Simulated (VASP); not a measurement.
# Nb (Pm-3m) in VASP: further runs, part 2 of 2

VASP 6.6.1. Earlier steps stand in the parts before.

### Step 4. Relaxation of cell and atoms, PBE, target pressure 200 GPa, at which the enthalpy is minimised

This run uses another cell than the first one, of 11.47 Å³/atom, 0.976 times its volume.

Contents of INCAR:

```
ALGO     = Normal         # electronic algorithm
EDIFF    = 1E-7           # SCF threshold, eV
EDIFFG   = -0.005         # ionic threshold
ENCUT    = 600            # plane-wave cutoff, eV
GGA      = PE             # functional
IBRION   = 2              # ionic algorithm
ISIF     = 3              # what is computed and relaxed
ISMEAR   = -1             # smearing method
LASPH    = T              # aspherical terms in the spheres
LCHARG   = F              # write CHGCAR
LREAL    = F              # projectors in reciprocal space
LWAVE    = F              # write WAVECAR
NELM     = 60             # most SCF steps
NSW      = 60             # ionic steps
PREC     = Accurate       # precision mode
PSTRESS  = 2000.0       
SIGMA    = 0.1            # smearing width, eV
```

Contents of KPOINTS:

```
k-points
0
Gamma
  17 17 17
```

Contents of POSCAR:

```
Nb
1.0
    2.2549059736      0.0000000000      0.0000000000
    0.0000000000      2.2549059736      0.0000000000
    0.0000000000      0.0000000000      2.2549059736
Nb
1
Direct
    0.0000000000      0.0000000000      0.0000000000
```

Run with:

```bash
cat potpaw_PBE.64/Nb_sv/POTCAR > POTCAR
mpirun -np 1 vasp_std > vasp.out
```

Run time: 47 s. Hardware: 1 thread of Intel Xeon 6975P-C, shared host; peak memory 0.14 GiB.

It converged, with:

- Free energy: -5.9068 eV
- Relaxed volume: 11.75 Å³/atom
- Relaxed cell: a = 2.274 Å, b = 2.274 Å, c = 2.274 Å, α = 90.00°, β = 90.00°, γ = 90.00°
- Space group after relaxing (to 0.05 Å): Pm-3m (No. 221)
- Energy change on relaxing (the enthalpy is what falls): -374.2 meV/atom
- Ionic steps: 4
- Pressure after relaxing: 200.0 GPa

The path:
```tsv
step	energy change (eV)	largest force (eV/Å)	pressure (GPa)	volume (Å³)
1	0.0000	0.0000	219.69	11.47
2	-2.3424	0.0000	96.55	13.97
3	-0.4114	0.0000	198.01	11.78
4	-0.3742	0.0000	199.96	11.75
```

Final structure:
```cif
data_structure
_symmetry_space_group_name_H-M 'P 1'
_symmetry_Int_Tables_number 1
_cell_length_a 2.2735
_cell_length_b 2.2735
_cell_length_c 2.2735
_cell_angle_alpha 90.000
_cell_angle_beta 90.000
_cell_angle_gamma 90.000
_cell_volume 11.75
loop_
_atom_site_label
_atom_site_type_symbol
_atom_site_fract_x
_atom_site_fract_y
_atom_site_fract_z
_atom_site_occupancy
Nb1 Nb 0.00000 0.00000 0.00000 1
```

Levels at points of the mesh, in eV from the Fermi level:
```tsv
k point	band 3	band 4	band 5	band 6	band 7	band 8	band 9	band 10
(0.00, 0.00, 0.00)	-28.79	-28.79	-6.24	-6.02	-6.02	8.95	8.95	8.95
```

Caveat: the cell is relaxed towards a set pressure, so the enthalpy falls and the energy may rise.

### Step 5. Relaxation of cell and atoms, PBE, target pressure 200 GPa, at which the enthalpy is minimised

Contents of INCAR:

```
SYSTEM = Nb
PREC     = Accurate       ! precision mode
ENCUT    = 600            ! plane-wave cutoff, eV
EDIFF    = 1E-6           ! SCF threshold, eV
ISMEAR   = -1             ! smearing method
SIGMA    = 0.1            ! smearing width, eV
LREAL    = .FALSE.        ! projectors in reciprocal space
LASPH    = .TRUE.         ! aspherical terms in the spheres
NELM     = 100            ! most SCF steps
ALGO     = Normal         ! electronic algorithm
ISIF     = 3              ! what is computed and relaxed
LWAVE    = .FALSE.        ! write WAVECAR
LCHARG   = .FALSE.        ! write CHGCAR
GGA      = PE             ! functional
IBRION   = 2              ! ionic algorithm
NSW      = 32             ! ionic steps
EDIFFG   = -0.005         ! ionic threshold
PSTRESS  = 2000.0
```

Contents of KPOINTS:

```
regular mesh
0
G
  17 17 17
  0 0 0
```

Contents of POSCAR:

```
Nb
1.0
    2.2728892369      0.0000000000      0.0000000000
    0.0000000000      2.2728892369      0.0000000000
    0.0000000000      0.0000000000      2.2728892369
Nb
1
Direct
    0.0000000000      0.0000000000      0.0000000000
```

Potentials or basis: VASP PAW PBE potentials, release 64 (Nb_sv).

Run with:

```bash
cat potpaw_PBE.64/Nb_sv/POTCAR > POTCAR
mpirun -np 1 vasp_std > vasp.out
```

OUTCAR:

```text
SYSTEM = Nb
   PREC = Accurate
   ENCUT = 600
   EDIFF = 1E-6
   ISMEAR = -1
   LREAL = .FALSE.
   LASPH = .TRUE.
   NELM = 100
   ISIF = 3
   GGA = PE
   IBRION = 2
   NSW = 32
   EDIFFG = -0.005
   PSTRESS = 2000.0

 ion  position               nearest neighbor table
   1  0.000  0.000  0.000-

  LATTYP: Found a simple cubic cell.
 ALAT       =     2.2728892369

  Lattice vectors:

 A1 = (   2.2728892369,   0.0000000000,   0.0000000000)
 A2 = (   0.0000000000,   2.2728892369,   0.0000000000)
 A3 = (   0.0000000000,   0.0000000000,   2.2728892369)

Analysis of symmetry for initial positions (statically):
=====================================================================
 Subroutine PRICEL returns:
 Original cell was already a primitive cell.

[... 248 lines left out ...]

  energy without entropy =       -5.87861170  energy(sigma->0) =       -5.89220500

 E-fermi :  18.8244     XC(G=0): -14.7724

 val. band max:       18.8111674634   @ k =   0.4706   0.2353   0.1176
 cond. band min:      18.8409562269   @ k =   0.4706   0.4706   0.1176
 fundamental gap:      0.0297887635
 Fermi energy:        18.8243688490

 k-point     1 :       0.0000    0.0000    0.0000
  band No.  band energies     occupation
      1     -37.2520      2.00000
      2      -9.9672      2.00000
      3      -9.9672      2.00000
      4      -9.9672      2.00000
      5      12.5803      2.00000
      6      12.8004      2.00000
      7      12.8004      2.00000
      8      27.7754      0.00000
      9      27.7754      0.00000
     10      27.7754      0.00000
[... 287 lines left out ...]
 k-point    24 :       0.4706    0.1176    0.0000
  band No.  band energies     occupation
      1     -36.0331      2.00000
      2     -15.4124      2.00000
      3     -10.1633      2.00000
      4      -9.2789      2.00000
      5      15.1516      2.00000
      6      16.9134      2.00000
      7      17.5560      1.99999
      8      21.0343      0.00000
      9      23.8292      0.00000
     10      27.4145      0.00000

 [... further k-points ...]
[... 5 lines left out ...]
  --------------------------------------------------------------------------------------
  -------------------------------------------------------------------------------------
  Total       14.6690989     14.6690989     14.6690989      0.0000000      0.0000000      0.0000000
  in kB     2000.1657299   2000.1657299   2000.1657299      0.0000000      0.0000000      0.0000000
  external PRESSURE =       0.1657299 kB  Pullay stress =    2000.0000000 kB
[... 20 lines left out ...]
  energy  without entropy=       -5.8786117037  energy(sigma->0) =       -5.89220500

  enthalpy is  TOTEN    =         8.7620851366 eV   P V=       14.6678834406

 reached required accuracy - stopping structural energy minimisation
```

CONTCAR:

```text
Nb
   1.00000000000000
     2.2734357181968305   -0.0000000000000000    0.0000000000000000
    -0.0000000000000000    2.2734357181968305   -0.0000000000000000
    -0.0000000000000000    0.0000000000000000    2.2734357181968305
  Nb
     1
Direct
     0.0000000000000000    0.0000000000000000    0.0000000000000000

  0.00000000E+00  0.00000000E+00  0.00000000E+00
```

It took 30 s on 1 thread of Intel Xeon 6975P-C, shared host; peak memory 0.14 GiB.

What came out:

```yaml
Free_energy: -5.9058 eV
Relaxed_volume: 11.75 Å³/atom
Relaxed_cell: a = 2.273 Å, b = 2.273 Å, c = 2.273 Å, α = 90.00°, β = 90.00°, γ = 90.00°
Space_group_after_relaxing_to_0.05_Å: Pm-3m (No. 221)
Energy_change_on_relaxing_the_enthalpy_is_what_falls: -10.6 meV/atom
Ionic_steps: 3
Pressure_after_relaxing: 200.0 GPa
```

Step by step:
| step | energy change (eV) | largest force (eV/Å) | pressure (GPa) | volume (Å³) |
| --- | --- | --- | --- | --- |
| 1 | 0.0000 | 0.0000 | 200.55 | 11.74 |
| 2 | -0.0854 | 0.0000 | 196.08 | 11.81 |
| 3 | -0.0106 | 0.0000 | 200.02 | 11.75 |

Final structure:
```yaml
crystal:
  lattice:
    - [2.27344, 0.00000, 0.00000]
    - [0.00000, 2.27344, 0.00000]
    - [0.00000, 0.00000, 2.27344]
  atoms:
    - { symbol: Nb, position: [0.00000, 0.00000, 0.00000] }
```

Caveat: the cell is relaxed towards a set pressure, so the enthalpy falls and the energy may rise.

### Step 6. Summary

```csv
task,cell,cutoff (eV),gap on the mesh (eV),pressure (GPa)
single point,"a = 2.273 Å, 1 atom",520,none,200.2
relaxation of cell and atoms,"relaxed to 200 GPa from a = 2.255 Å, 1 atom",600,none,200.0
relaxation of cell and atoms,"relaxed to 200 GPa from a = 2.273 Å, 1 atom",600,none,200.0
```

Alike in all rows: level PBE; potentials or basis VASP PAW PBE potentials, release 64 (Nb_sv); no spin polarisation; k mesh 17 × 17 × 17; smearing fermi-dirac 0.1 eV.

Caveats: the cell is relaxed towards a set pressure, so the enthalpy falls and the energy may rise (some runs).

Absolute energies hang on the potentials; compare differences alone.
